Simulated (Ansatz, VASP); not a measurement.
**Two plane-wave programs on Cd**

```xyz
1
Lattice="0.0000 2.3122 2.3122 2.3122 0.0000 2.3122 2.3122 2.3122 0.0000" Properties=species:S:1:pos:R:3 pbc="T T T"
Cd    0.0000    0.0000    0.0000
```

Alike in both runs: task single point; functional PBE; k mesh 20 × 20 × 20; occupations fermi-dirac, width 0.1 eV; no spin polarisation.

```csv
,VASP,Ansatz
version,VASP 6.6.1,Ansatz 0.2.0
potentials or method,"VASP PAW PBE potentials, release 64 (Cd), cutoff 520 eV","plane waves (420 eV) with PAW, scalar-relativistic"
valence electrons in the cell,12,20
```

Ansatz gave:

```
pressure (GPa) : -2.6
```

**Question.** What did VASP give for the same quantities?

**Answer.** Pressure (GPa): -2.5.

With one functional, cell and mesh, what is left measures potentials, basis and numerics. VASP's potentials hold 12 valence electrons a cell and Ansatz's 20, so a difference there can come from the potentials and not from the codes.
